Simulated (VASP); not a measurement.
# HW4Se8 in VASP: single point with PBE+D3(BJ)

Aim: the single point of HW4Se8 with PBE+D3(BJ).

Program: VASP 6.6.1. These are calculated values, not measurements. Logs are shortened: lines on timing, memory, paths and dates and some standing lists are left out, and cuts for length are marked.

**1. The cell of the first run**

The cell holds a slab with vacuum, 26 atoms: a = 6.558 Å, b = 6.558 Å, c = 28.513 Å, α = 90.00°, β = 90.00°, γ = 120.00°.

**2. Single point, PBE+D3(BJ)**

The input, INCAR:

```
ALGO = Normal
DIPOL = 0.5 0.5 0.473
EDIFF = 1E-6
ENCUT = 520
GGA = PE
IDIPOL = 3
ISIF = 2
ISMEAR = 0
IVDW = 12
LASPH = True
LCHARG = False
LDIPOL = True
LREAL = Auto
LWAVE = False
NBANDS = 124
NELM = 100
PREC = Accurate
SIGMA = 0.05
```

The input, KPOINTS:

```
k-points
0
Gamma
  3 3 1
```

The input, POSCAR:

```
HW4Se8
1.0
    6.5580551065      0.0000000000      0.0000000000
   -3.2790275533      5.6794423217      0.0000000000
    0.0000000000      0.0000000000     28.5130503180
Se W H
16 8 2
Direct
    0.1666666667      0.3333333333      0.2805732783
    0.1666666667      0.8333333333      0.2805732783
    0.6666666667      0.3333333333      0.2805732783
    0.6666666667      0.8333333333      0.2805732783
    0.1666666667      0.3333333333      0.3987207473
    0.1666666667      0.8333333333      0.3987207473
    0.6666666667      0.3333333333      0.3987207473
    0.6666666667      0.8333333333      0.3987207473
    0.3333776906      0.1667553812      0.5048979899
    0.3333776906      0.6666223094      0.5048979899
    0.8333333333      0.1666666667      0.5049162699
    0.8332446188      0.6666223094      0.5048979899
    0.3332367251      0.1664734503      0.6231323909
    0.3332367251      0.6667632749      0.6231323909
    0.8333333333      0.1666666667      0.6232086111
    0.8335265497      0.6667632749      0.6231323909
    0.3333333333      0.1666666667      0.3396470128
    0.3333333333      0.6666666667      0.3396470128
    0.8333333333      0.1666666667      0.3396470128
    0.8333333333      0.6666666667      0.3396470128
    0.1666344514      0.3333172257      0.5640327684
    0.1666666667      0.8333333333      0.5639738224
    0.6666827743      0.3333172257      0.5640327684
    0.6666827743      0.8333655486      0.5640327684
    0.5000000000      0.5000000000      0.7186878858
    0.5000000000      0.5000000000      0.7450454703
```

Potentials or basis: VASP PAW PBE potentials, release 64 (Se, W_sv, H).

Run with:

```console
> cat potpaw_PBE.64/Se/POTCAR potpaw_PBE.64/W_sv/POTCAR potpaw_PBE.64/H/POTCAR > POTCAR
> mpirun -np 1 vasp_std > vasp.out
```

OUTCAR:

```text
EDIFF = 1E-6
   ENCUT = 520
   GGA = PE
   ISIF = 2
   ISMEAR = 0
   IVDW = 12
   LASPH = True
   LREAL = Auto
   NELM = 100
   PREC = Accurate
 IVDW          = 12

 ion  position               nearest neighbor table
   1  0.167  0.333  0.281-  17 2.53  19 2.53  18 2.53
   2  0.167  0.833  0.281-  18 2.53  20 2.53  17 2.53
   3  0.667  0.333  0.281-  19 2.53  17 2.53  20 2.53
   4  0.667  0.833  0.281-  20 2.53  18 2.53  19 2.53
   5  0.167  0.333  0.399-  17 2.53  19 2.53  18 2.53
   6  0.167  0.833  0.399-  18 2.53  20 2.53  17 2.53
[... 8 lines left out ...]
  15  0.833  0.167  0.623-  23 2.54  21 2.54  24 2.54
  16  0.834  0.667  0.623-  22 2.53  24 2.53  23 2.53
  17  0.333  0.167  0.340-   5 2.53   1 2.53   7 2.53   3 2.53   6 2.53   2 2.53  19 3.28  19 3.28
                            20 3.28  20 3.28  18 3.28  18 3.28
  18  0.333  0.667  0.340-   6 2.53   2 2.53   8 2.53   4 2.53   5 2.53   1 2.53  20 3.28  20 3.28
                            19 3.28  19 3.28  17 3.28  17 3.28
  19  0.833  0.167  0.340-   7 2.53   3 2.53   5 2.53   1 2.53   8 2.53   4 2.53  17 3.28  17 3.28
                            18 3.28  18 3.28  20 3.28  20 3.28
  20  0.833  0.667  0.340-   8 2.53   4 2.53   6 2.53   2 2.53   7 2.53   3 2.53  18 3.28  18 3.28
                            17 3.28  17 3.28  19 3.28  19 3.28
  21  0.167  0.333  0.564-  11 2.53  13 2.53  14 2.53   9 2.54  10 2.54  15 2.54  23 3.28  24 3.28
                            22 3.28  22 3.28  23 3.28  24 3.28
  22  0.167  0.833  0.564-  10 2.53  12 2.53   9 2.53  14 2.53  16 2.53  13 2.53  24 3.28  21 3.28
                            23 3.28  23 3.28  24 3.28  21 3.28
  23  0.667  0.333  0.564-  11 2.53  13 2.53  16 2.53   9 2.54  12 2.54  15 2.54  21 3.28  24 3.28
                            22 3.28  22 3.28  21 3.28  24 3.28
  24  0.667  0.833  0.564-  11 2.53  16 2.53  14 2.53  10 2.54  12 2.54  15 2.54  21 3.28  23 3.28
                            22 3.28  22 3.28  21 3.28  23 3.28
  25  0.500  0.500  0.719-  26 0.75
  26  0.500  0.500  0.745-  25 0.75

  LATTYP: Found a hexagonal cell.
 ALAT       =     6.5580551065
 C/A-ratio  =     4.3477905957

  Lattice vectors:

 A1 = (   6.5580551065,   0.0000000000,   0.0000000000)
 A2 = (  -3.2790275533,   5.6794423217,   0.0000000000)
 A3 = (   0.0000000000,   0.0000000000,  28.5130503180)

Analysis of symmetry for initial positions (statically):
=====================================================================
 Subroutine PRICEL returns:
 Original cell was already a primitive cell.

 Routine SETGRP: Setting up the symmetry group for a
 hexagonal supercell.

 Subroutine GETGRP returns: Found  6 space group operations
 (whereof  2 operations were pure point group operations)
 out of a pool of 24 trial point group operations.

The static configuration has the point symmetry C_1h.
 The point group associated with its full space group is C_3v.

Analysis of symmetry for dynamics (positions and initial velocities):
=====================================================================
 Subroutine PRICEL returns:
 Original cell was already a primitive cell.

 Routine SETGRP: Setting up the symmetry group for a
 hexagonal supercell.

 Subroutine GETGRP returns: Found  6 space group operations
 (whereof  2 operations were pure point group operations)
 out of a pool of 24 trial point group operations.

The dynamic configuration has the point symmetry C_1h.
 The point group associated with its full space group is C_3v.

 Subroutine INISYM returns: Found  6 space group operations
 (whereof  2 operations are pure point group operations),
 and found     1 'primitive' translations

----------------------------------------------------------------------------------------

                                     Primitive cell

  volume of cell :    1061.9998

  direct lattice vectors                    reciprocal lattice vectors
     6.558055107  0.000000000  0.000000000     0.152484233  0.088036813  0.000000000
    -3.279027553  5.679442322  0.000000000     0.000000000  0.176073625  0.000000000
     0.000000000  0.000000000 28.513050318     0.000000000  0.000000000  0.035071660

  length of vectors
     6.558055107  6.558055107 28.513050318     0.176073625  0.176073625  0.035071660

  position of ions in fractional coordinates (direct lattice)
     0.166666667  0.333333333  0.280573278
     0.166666667  0.833333333  0.280573278
     0.666666667  0.333333333  0.280573278
     0.666666667  0.833333333  0.280573278
     0.166666667  0.333333333  0.398720747
     0.166666667  0.833333333  0.398720747
[... 18 lines left out ...]
     0.500000000  0.500000000  0.718687886
     0.500000000  0.500000000  0.745045470

  ion indices of the primitive-cell ions
   primitive index   ion index
                 1           1
                 2           2
                 3           3
                 4           4
                 5           5
                 6           6
[... 18 lines left out ...]
                25          25
                26          26

----------------------------------------------------------------------------------------

 KPOINTS: k-points

Automatic generation of k-mesh.
 Grid dimensions read from file:
 generate k-points for:    3    3    1

 Generating k-lattice:

  Cartesian coordinates                     Fractional coordinates (reciprocal lattice)
     0.050828078  0.029345604  0.000000000     0.333333333  0.000000000  0.000000000
     0.000000000  0.058691208  0.000000000     0.000000000  0.333333333  0.000000000
     0.000000000  0.000000000  0.035071660     0.000000000  0.000000000  1.000000000

  Length of vectors
     0.058691208  0.058691208  0.035071660

  Shift w.r.t. Gamma in fractional coordinates (k-lattice)
     0.000000000  0.000000000  0.000000000

 Subroutine IBZKPT returns following result:
 ===========================================

 Found      3 irreducible k-points:

 Following reciprocal coordinates:
            Coordinates               Weight
  0.000000  0.000000  0.000000      1.000000
  0.333333  0.000000  0.000000      6.000000
  0.333333  0.333333  0.000000      2.000000
   k-points           NKPTS =      3   k-points in BZ     NKDIM =      3   number of bands    NBANDS=    124
   number of dos      NEDOS =    301   number of ions     NIONS =     26
   total plane-waves  NPLWV = 540000
   dimension x,y,z NGX =    50 NGY =   50 NGZ =  216
   dimension x,y,z NGXF=   100 NGYF=  100 NGZF=  432
   ions per type =              16   8   2
   NGX,Y,Z   is equivalent  to a cutoff of  12.67, 12.67, 12.59 a.u.
   NGXF,Y,Z  is equivalent  to a cutoff of  25.35, 25.35, 25.19 a.u.
 SYSTEM =  unknown system
   PREC   = accura    normal or accurate (medium, high low for compatibility)
   ISTART =      0    job   : 0-new  1-cont  2-samecut
   ICHARG =      2    charge: 1-file 2-atom 10-const
   ISPIN  =      1    spin polarized calculation?
   LNONCOLLINEAR =      F non collinear calculations
   LSORBIT =      F    spin-orbit coupling
   LASPH  =      T    aspherical Exc in radial PAW
   ENCUT  =  520.0 eV  38.22 Ry    6.18 a.u.  12.19 12.19 53.02*2*pi/ulx,y,z
   NELM   =    100;   NELMIN=  2; NELMDL= -5     # of ELM steps
   EDIFF  = 0.1E-05   stopping-criterion for ELM
   LREAL  =      T    real-space projection
   EDIFFG = 0.1E-04   stopping-criterion for IOM
   NSW    =      0    number of steps for IOM
   IBRION =     -1    ionic relax: 0-MD 1-quasi-New 2-CG
   NFREE  =      0    steps in history (QN), initial steepest desc. (CG)
   ISIF   =      2    stress and relaxation
   ISYM   =      2    0-nonsym 1-usesym 2-fastsym
   POTIM  = 0.5000    time-step for ionic-motion
   TEBEG  =    0.0;   TEEND  =   0.0 temperature during run
   PSTRESS=    0.0 pullay stress
   NELECT =     210.0000    total number of electrons
   NUPDOWN=      -1.0000    fix difference up-down
   EMIN   =  10.00;   EMAX   =-10.00  energy-range for DOS
   EFERMI =   0.00;   METHOD = LEGACY
   ISMEAR =     0;   SIGMA  =   0.05  broadening in eV -4-tet -1-fermi 0-gaus
   EFERMI_NEDOS =   21; number of points for ismear=-14 and -15
   IALGO  =     38    algorithm
   IMIX   =      4    mixing-type and parameters
     AMIX     =   0.40;   BMIX     =  1.00
     AMIX_MAG =   1.60;   BMIX_MAG =  1.00
  volume/ion in A,a.u.               =      40.85       275.64
  Fermi-wavevector in a.u.,A,eV,Ry     =   0.953761  1.802348 12.376689  0.909661
  Thomas-Fermi vector in A             =   2.082446
   LORBIT       =      0    0 simple, 1 ext, 2 COOP (PROOUT), +10 PAW based schemes
   GGA     = PE    functional components
   LHFCALC =     F    Hartree Fock is set to
   AEXX    =    0.0000 exact exchange contribution
   IVDW    =    12    specifies the selected vdW correction
   LEPSILON=     F    determine dielectric tensor
   LRPA    =     F    only Hartree local field effects (RPA)
 non-spin polarized calculation
 Gauss-broadening in eV      SIGMA  =   0.05
  energy-cutoff  :      520.00
  volume of cell :     1062.00
 maximum number of plane-waves:     28639
 NGX is ok and might be reduce to    50
   NGX = 25   NGY = 25   NGZ =107

 dipolmoment           0.000000      0.000000      0.000028 electrons x Angstroem

 number of electron     210.0000015 magnetization

 dipolmoment           0.000000      0.000000     -0.004052 electrons x Angstroem

 Free energy of the ion-electron system (eV)
  ---------------------------------------------------
  ext. energy  EPLUGINS =         0.00000000
  ---------------------------------------------------
  free energy    TOTEN  =      -179.35264718 eV

  energy without entropy =     -179.35264718  energy(sigma->0) =     -179.35264718

 E-fermi :   0.6222     XC(G=0):  -5.4254

 val. band max:        0.1617632001   @ k =   0.0000   0.0000   0.0000
 cond. band min:       1.4398100646   @ k =   0.3333   0.3333   0.0000
 fundamental gap:      1.2780468645
 Fermi energy:         0.6221555578

 k-point     1 :       0.0000    0.0000    0.0000
  band No.  band energies     occupation
      1     -74.0041      2.00000
      2     -74.0036      2.00000
      3     -73.9937      2.00000
      4     -73.9932      2.00000
      5     -73.9932      2.00000
      6     -73.9929      2.00000
[... 349 lines left out ...]
    116       2.4258      0.00000
    117       2.4274      0.00000
 [bands above 117 left out]

------------------------ aborting loop because EDIFF is reached ----------------------------------------

 vacuum level on the upper side and lower side of the slab       (xc-potential included)        -0.118        -0.081

 Edisp (eV)   -9.78254

 E8    (eV) :    -4.4868

  FORCE on cell =-STRESS in cart. coord.  units (eV):
  Direction    XX          YY          ZZ          XY          YZ          ZX
  --------------------------------------------------------------------------------------
  -------------------------------------------------------------------------------------
  Total       1.60368     1.60368     1.63605    -0.00000    -0.00000    -0.00000
  in kB       2.41938     2.41938     2.46822    -0.00000    -0.00000    -0.00000
  external pressure =        2.44 kB  Pullay stress =        0.00 kB

 VOLUME and BASIS-vectors are now :
 -----------------------------------------------------------------------------
  energy-cutoff  :      520.00
  volume of cell :     1062.00
      direct lattice vectors                 reciprocal lattice vectors
     6.558055107  0.000000000  0.000000000     0.152484233  0.088036813  0.000000000
    -3.279027553  5.679442322  0.000000000     0.000000000  0.176073625  0.000000000
     0.000000000  0.000000000 28.513050318     0.000000000  0.000000000  0.035071660

 POSITION                                       TOTAL-FORCE (eV/Angst)
 -----------------------------------------------------------------------------------
      0.00000      1.89315      8.00000         0.000004      0.000002     -0.078015
     -1.63951      4.73287      8.00000        -0.000000      0.000000     -0.077942
      3.27903      1.89315      8.00000        -0.000004      0.000002     -0.078015
      1.63951      4.73287      8.00000         0.000000     -0.000004     -0.078015
      0.00000      1.89315     11.36874        -0.000272     -0.000157      0.068293
     -1.63951      4.73287     11.36874        -0.000000      0.000000      0.068963
[... 18 lines left out ...]
      1.63951      2.83972     20.49198        -0.000000      0.000000      0.013859
      1.63951      2.83972     21.24352        -0.000000      0.000000     -0.007784
 -----------------------------------------------------------------------------------
    total drift:                                0.000001      0.000000      0.007362

  FREE ENERGIE OF THE ION-ELECTRON SYSTEM (eV)
  ---------------------------------------------------
  free  energy   TOTEN  =      -189.1351831138 eV

  energy  without entropy=     -189.1351831138  energy(sigma->0) =     -189.13518311

 vacuum level on the upper side and lower side of the slab         4.974         5.013
```

It took 30 min on 1 thread of AMD EPYC 7R43 (Zen 3), shared host; peak memory 1.2 GiB.

What came out:

| Property | Result |
| --- | --- |
| Free energy | -189.1352 eV |
| Largest force | 0.078 eV/Å |
| Band gap on the k mesh | 1.28 eV, indirect (least direct gap 1.36 eV) |
| Dispersion energy per atom | -0.376 eV |

Forces in eV/Å, atoms in the order of the input:
```
Se   0.000  0.000 -0.078
Se   0.000  0.000 -0.078
Se   0.000  0.000 -0.078
Se   0.000  0.000 -0.078
Se   0.000  0.000  0.068
Se   0.000  0.000  0.069
Se   0.000  0.000  0.068
Se   0.000  0.000  0.068
Se   0.000 -0.002 -0.052
Se  -0.001  0.001 -0.052
Se   0.000  0.000 -0.053
Se   0.001  0.001 -0.052
Se   0.000  0.003  0.055
Se   0.002 -0.001  0.055
Se   0.000  0.000  0.057
Se  -0.002 -0.001  0.055
W    0.000  0.000  0.007
W    0.000  0.000  0.007
W    0.000  0.000  0.007
W    0.000  0.000  0.007
W   -0.001 -0.001 -0.002
W    0.000  0.000 -0.002
W    0.001 -0.001 -0.002
W    0.000  0.002 -0.002
H    0.000  0.000  0.014
H    0.000  0.000 -0.008
```

Caveat: spin-orbit coupling is left out, which moves the levels of the heavy elements.
